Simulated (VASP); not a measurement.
# Ta3B2N (R-3m) in VASP: a series of runs, part 2 of 2

VASP 6.6.1.

## 3. Single point, PBE

This run uses another cell than the first one, of 13.25 Å³/atom, 1.076 times its volume.

The input, INCAR:

```
PREC = Accurate ; ENCUT = 520
EDIFF = 1E-6 ; ISMEAR = 0
SIGMA = 0.1 ; LREAL = False
LASPH = True ; NELM = 80
ALGO = Normal ; ISIF = 2
LWAVE = False ; LCHARG = True
GGA = PE ; LELF = True
LVHAR = True ; NBANDS = 31
```

The input, KPOINTS:

```
Automatic mesh
0
Gamma
  6 6 6
```

The input, POSCAR:

```
Ta3B2N
1.0
    2.4284156700      1.4020464400      3.8921032200
   -2.4284156700      1.4020464400      3.8921032200
    0.0000000000     -2.8040928800      3.8921032200
Ta B N
3 2 1
Direct
    0.0000000000      0.5000000000      0.0000000000
    0.5000000000      0.0000000000      0.0000000000
    0.0000000000      0.0000000000      0.5000000000
    0.6247839300      0.6247839300      0.6247839300
    0.3752160700      0.3752160700      0.3752160700
    0.0000000000      0.0000000000      0.0000000000
```

Potentials or basis: VASP PAW PBE potentials, release 64 (Ta_pv, B, N).

Command:

```bash
$ cat potpaw_PBE.64/Ta_pv/POTCAR potpaw_PBE.64/B/POTCAR potpaw_PBE.64/N/POTCAR > POTCAR
$ mpirun -np 1 vasp_std > vasp.out
```

Wall time 36 s (1 thread of Intel Xeon 6975P-C (Granite Rapids), shared host); peak memory 0.23 GiB.

It converged, with:

- Free energy: -48.4888 eV
- Pressure: 8.7 GPa
- Largest force: 0.307 eV/Å
- Band gap on the k mesh: zero (band 22 reaches 6.01 eV, above the bottom of band 23 at 5.10 eV)

Forces on the atoms (eV/Å):
```
Ta   0.000  0.000  0.000
Ta   0.000  0.000  0.000
Ta   0.000  0.000  0.000
B    0.000  0.000 -0.307
B    0.000  0.000  0.307
N    0.000  0.000  0.000
```

Stress tensor (GPa, compression positive):
```
 40.69   0.00   0.00
  0.00  40.69   0.00
  0.00   0.00 -55.21
```

Levels at points of the mesh, in eV from the Fermi level:
| k point | band 20 | band 21 | band 22 | band 23 | band 24 | band 25 |
| --- | --- | --- | --- | --- | --- | --- |
| (0.00, 0.00, 0.00) | -3.18 | -2.74 | -0.02 | 0.63 | 1.85 | 1.85 |
| (0.50, 0.00, 0.00) | -0.97 | -0.62 | 0.28 | 0.78 | 1.22 | 1.34 |
| (0.50, 0.50, 0.00) | -1.25 | -0.63 | -0.36 | 0.62 | 0.63 | 0.74 |
| (0.50, 0.50, 0.50) | -1.46 | -1.46 | -0.53 | -0.53 | 1.81 | 2.34 |

Caveat: spin-orbit coupling is left out, which moves the levels of the heavy elements.

## 4. Relaxation of cell and atoms, PBE

This run uses another cell than the first one, of 13.25 Å³/atom, 1.076 times its volume.

The input, INCAR:

```
SYSTEM = Ta3B2N
  PREC = Accurate
  ENCUT = 600
  EDIFF = 1E-7
  ISMEAR = 0
  SIGMA = 0.1
  LREAL = .False.
  LASPH = .True.
  NELM = 100
  ALGO = Normal
  ISIF = 3
  LWAVE = .False.
  LCHARG = .False.
  GGA = PE
  IBRION = 2
  NSW = 90
  EDIFFG = -0.04
```

The input, KPOINTS:

```
Automatic mesh
0
Gamma
  6 6 6
  0 0 0
```

POSCAR is that of step 3.

Command:

```bash
$ cat potpaw_PBE.64/Ta_pv/POTCAR potpaw_PBE.64/B/POTCAR potpaw_PBE.64/N/POTCAR > POTCAR
$ mpirun -np 1 vasp_std > vasp.out
```

It took 7.6 min on 1 thread of AMD EPYC 9R45 (Zen 5), shared host; peak memory 0.26 GiB.

Results (log left out):

| Property | Result |
| --- | --- |
| Free energy | -57.8911 eV |
| Relaxed volume | 12.35 Å³/atom |
| Relaxed cell | a = 4.228 Å, b = 4.228 Å, c = 4.228 Å, α = 83.07°, β = 83.07°, γ = 83.07° |
| Space group after relaxing (to 0.05 Å) | R-3m (No. 166) |
| Energy gained by relaxing | 1566.5 meV/atom |
| Ionic steps | 12 |
| Pressure after relaxing | -0.1 GPa |
| Largest force after relaxing | 0.035 eV/Å |
| Band gap on the k mesh | zero (band 22 reaches 7.14 eV, above the bottom of band 23 at 5.75 eV) |

Forces on the atoms (eV/Å):
```
Ta   0.000  0.000  0.000
Ta   0.000  0.000  0.000
Ta   0.000  0.000  0.000
B    0.000  0.000 -0.035
B    0.000  0.000  0.035
N    0.000  0.000  0.000
```

Step by step:
| step | energy change (eV) | largest force (eV/Å) | pressure (GPa) | volume (Å³) |
| --- | --- | --- | --- | --- |
| 1 | 0.0000 | 0.3068 | 8.70 | 79.51 |
| 2 | -7.6369 | 1.1962 | -22.21 | 83.73 |
| 3 | -8.2119 | 1.7581 | -21.83 | 83.45 |
| 4 | -6.3332 | 1.3748 | 65.74 | 63.40 |
| 5 | -8.9194 | 2.5898 | -2.89 | 75.98 |
| 6 | -8.9279 | 2.6400 | -0.63 | 75.31 |
| 7 | -9.3529 | 0.0697 | 4.19 | 73.14 |
| 8 | -9.3530 | 0.0132 | 4.30 | 73.11 |
| 9 | -9.3543 | 0.1391 | -6.54 | 76.06 |
| 10 | -9.3915 | 0.0790 | -1.40 | 74.58 |
| 11 | -9.3987 | 0.0550 | 0.14 | 73.98 |
| 12 | -9.3990 | 0.0351 | -0.10 | 74.07 |

Final structure:
```
Ta B N
1.0
     2.80387    1.61881    2.71983
    -2.80387    1.61881    2.71983
     0.00000   -3.23763    2.71983
Ta B N
3 2 1
Direct
  0.00000 0.50000 0.00000
  0.50000 0.00000 0.00000
  0.00000 0.00000 0.50000
  0.60374 0.60374 0.60374
  0.39626 0.39626 0.39626
  0.00000 0.00000 0.00000
```

Levels at points of the mesh, in eV from the Fermi level:
| k point | band 20 | band 21 | band 22 | band 23 | band 24 | band 25 |
| --- | --- | --- | --- | --- | --- | --- |
| (0.00, 0.00, 0.00) | -2.74 | -2.48 | -0.92 | -0.92 | 1.01 | 2.09 |
| (0.50, 0.00, 0.00) | -2.21 | -0.31 | 0.47 | 1.05 | 1.24 | 1.58 |
| (0.50, 0.50, 0.00) | -1.20 | -0.83 | 0.44 | 0.90 | 1.14 | 1.50 |
| (0.50, 0.50, 0.50) | -1.71 | -0.65 | -0.65 | 0.55 | 0.97 | 2.04 |

Caveat: spin-orbit coupling is left out, which moves the levels of the heavy elements.

## 5. Single point, PBE, collinear spin, ferromagnetic start

The input, INCAR:

```
ALGO = Normal ; EDIFF = 1E-6
ENCUT = 520 ; GGA = PE
ISIF = 2 ; ISMEAR = 0
ISPIN = 2 ; LASPH = T
LCHARG = T ; LELF = T
LMAXMIX = 4 ; LORBIT = 11
LREAL = F ; LVHAR = T
LWAVE = F ; MAGMOM = 1 1 1 0 0 0
NBANDS = 35 ; NELM = 150
PREC = Accurate ; SIGMA = 0.1
```

The input, KPOINTS:

```
k-points
0
Gamma
  6 6 6
```

The input, POSCAR:

```
Ta3B2N
1.0
    2.8017363871      1.6175832573      2.7175612774
   -2.8017363871      1.6175832573      2.7175612774
    0.0000000000     -3.2351665146      2.7175612774
Ta B N
3 2 1
Direct
    0.0000000000      0.5000000000      0.0000000000
    0.5000000000      0.0000000000      0.0000000000
    0.0000000000      0.0000000000      0.5000000000
    0.6036394602      0.6036394602      0.6036394602
    0.3963605398      0.3963605398      0.3963605398
    0.0000000000      0.0000000000      0.0000000000
```

Command:

```bash
$ cat potpaw_PBE.64/Ta_pv/POTCAR potpaw_PBE.64/B/POTCAR potpaw_PBE.64/N/POTCAR > POTCAR
$ mpirun -np 1 vasp_std > vasp.out
```

Wall time 69 s (1 thread of AMD EPYC 9R45 (Zen 5), shared host); peak memory 0.25 GiB.

The run converged. Its results:

| Quantity | Value |
| --- | --- |
| Free energy | -57.8914 eV |
| Pressure | 0.5 GPa |
| Largest force | 0.008 eV/Å |
| Band gap on the k mesh | zero (filled and empty bands overlap) |
| Net moment | 0.00 μB per cell |
| Valence electrons inside the program's atomic spheres | Ta 8.97; B 1.74; N 3.86 |

Forces in eV/Å, atoms in the order of the input:
```
Ta   0.000  0.000  0.000
Ta   0.000  0.000  0.000
Ta   0.000  0.000  0.000
B    0.000  0.000 -0.008
B    0.000  0.000  0.008
N    0.000  0.000  0.000
```

Levels at points of the mesh, in eV from the Fermi level:
Spin up:
```tsv
k point	band 20	band 21	band 22	band 23	band 24	band 25
(0.00, 0.00, 0.00)	-2.74	-2.49	-0.93	-0.93	1.02	2.10
(0.50, 0.00, 0.00)	-2.21	-0.31	0.47	1.05	1.25	1.59
(0.50, 0.50, 0.00)	-1.20	-0.83	0.44	0.91	1.14	1.51
(0.50, 0.50, 0.50)	-1.71	-0.65	-0.65	0.56	0.97	2.05
```
Spin down:
```
           k point  band 20  band 21  band 22  band 23  band 24  band 25
(0.00, 0.00, 0.00)    -2.74    -2.49    -0.93    -0.93     1.02     2.10
(0.50, 0.00, 0.00)    -2.21    -0.31     0.47     1.05     1.25     1.59
(0.50, 0.50, 0.00)    -1.20    -0.83     0.44     0.91     1.14     1.51
(0.50, 0.50, 0.50)    -1.71    -0.65    -0.65     0.56     0.97     2.05
```

Caveat: spin-orbit coupling is left out, which moves the levels of the heavy elements.

## 6. Single point, PBE

The input, INCAR:

```
SYSTEM = Ta3B2N
  PREC = Accurate
  ENCUT = 520
  EDIFF = 1E-7
  ISMEAR = 0
  SIGMA = 0.1
  LREAL = .False.
  LASPH = .True.
  NELM = 80
  ALGO = Normal
  ISIF = 2
  LWAVE = .False.
  LCHARG = .False.
  GGA = PE
  NBANDS = 31
```

The input, KPOINTS:

```
Automatic mesh
0
Gamma
  12 12 12
  0 0 0
```

The input, POSCAR:

```
Ta3B2N
1.0
    2.8017522044      1.6175923894      2.7186616685
   -2.8017522044      1.6175923894      2.7186616685
    0.0000000000     -3.2351847789      2.7186616685
Ta B N
3 2 1
Direct
    0.0000000000      0.5000000000      0.0000000000
    0.5000000000      0.0000000000      0.0000000000
    0.0000000000      0.0000000000      0.5000000000
    0.6035049399      0.6035049399      0.6035049399
    0.3964950601      0.3964950601      0.3964950601
    0.0000000000      0.0000000000      0.0000000000
```

Potentials or basis: VASP PAW PBE potentials, release 64 (Ta_pv, B, N).

Command:

```bash
$ cat potpaw_PBE.64/Ta_pv/POTCAR potpaw_PBE.64/B/POTCAR potpaw_PBE.64/N/POTCAR > POTCAR
$ mpirun -np 1 vasp_std > vasp.out
```

It took 2.7 min on 1 thread of AMD EPYC 9R45 (Zen 5), shared host; peak memory 0.43 GiB.

Results (log left out):

| Property | Result |
| --- | --- |
| Free energy | -57.8889 eV |
| Pressure | 0.4 GPa |
| Largest force | 0.005 eV/Å |
| Band gap on the k mesh | zero (band 22 reaches 7.16 eV, above the bottom of band 23 at 5.75 eV) |

Forces on the atoms (eV/Å):
```
Ta   0.000  0.000  0.000
Ta   0.000  0.000  0.000
Ta   0.000  0.000  0.000
B    0.000  0.000 -0.005
B    0.000  0.000  0.005
N    0.000  0.000  0.000
```

Stress tensor (GPa, compression positive):
```
0.40 0.00 0.00
0.00 0.40 0.00
0.00 0.00 0.51
```

Levels at points of the mesh, in eV from the Fermi level:
| k point | band 19 | band 20 | band 21 | band 22 | band 23 | band 24 | band 25 | band 26 |
| --- | --- | --- | --- | --- | --- | --- | --- | --- |
| (0.00, 0.00, 0.00) | -3.20 | -2.74 | -2.48 | -0.92 | -0.92 | 1.03 | 2.11 | 2.11 |
| (0.50, 0.00, 0.00) | -3.06 | -2.20 | -0.30 | 0.48 | 1.06 | 1.26 | 1.59 | 1.60 |
| (0.50, 0.50, 0.00) | -1.61 | -1.19 | -0.83 | 0.45 | 0.91 | 1.15 | 1.52 | 1.95 |
| (0.50, 0.50, 0.50) | -1.71 | -1.71 | -0.64 | -0.64 | 0.56 | 0.98 | 2.06 | 2.06 |

Caveat: spin-orbit coupling is left out, which moves the levels of the heavy elements.

## 7. Summary

```csv
task,spin,cell,k mesh,cutoff (eV),gap on the mesh (eV),pressure (GPa),largest force (eV/Å)
single point,off,"a = 4.225 Å, angles 83.1°, 6 atoms",6 × 6 × 6,520,none,0.5,0.01
single point,off,"a = 4.797 Å, angles 60.8°, 6 atoms",6 × 6 × 6,520,none,8.7,0.31
relaxation of cell and atoms,off,"relaxed from a = 4.797 Å, angles 60.8°, 6 atoms",6 × 6 × 6,600,none,-0.1,0.04
single point,"collinear, ferromagnetic start","a = 4.225 Å, angles 83.1°, 6 atoms",6 × 6 × 6,520,none,0.5,0.01
single point,off,"a = 4.226 Å, angles 83.1°, 6 atoms",12 × 12 × 12,520,none,0.4,0.01
```

Alike in all rows: level PBE; potentials or basis VASP PAW PBE potentials, release 64 (Ta_pv, B, N); smearing gaussian 0.1 eV.

Every run on the cell as given and a fine mesh finds a metal.

Caveats: spin-orbit coupling is left out, which moves the levels of the heavy elements.

Absolute energies hang on the potentials; compare differences alone.
